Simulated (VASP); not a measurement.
NdCu3:

```xyz
4
Lattice="4.2012 0.0000 0.0000 0.0000 4.2012 0.0000 0.0000 0.0000 4.2012" Properties=species:S:1:pos:R:3 pbc="T T T"
Nd    0.0000    0.0000    0.0000
Cu    0.0000    2.1006    2.1006
Cu    2.1006    2.1006    0.0000
Cu    2.1006    0.0000    2.1006
```

Base run:

```yaml
Program: VASP 6.6.1
Functional: PBE
Potentials_or_basis: VASP PAW PBE potentials, release 64 (Nd, Cu)
Cutoff: 600 eV
k_mesh: 8 × 8 × 8
Occupations: gaussian, width 0.05 eV
Spin: collinear spin, ferromagnetic start
Starting_moments: "[0.5, 0.0, 0.0, 0.0] μB"
Hubbard_terms: Nd f U = 6.0 eV
```

Its results: pressure 2.9 GPa; net moment -4.02 μB per cell; site moments Nd -3.54; Cu -0.03 μB.

Question: The run is repeated on the same cell with these changes: moments at the start from [0.5, 0.0, 0.0, 0.0] to [3.37, 0.06, 0.06, 0.06]. What comes out?

Answer: Pressure 0.1 GPa; net moment 3.42 μB per cell; site moments Nd +2.93; Cu +0.03 μB.

Caveats: the magnetic or orbital state may not be the lowest.
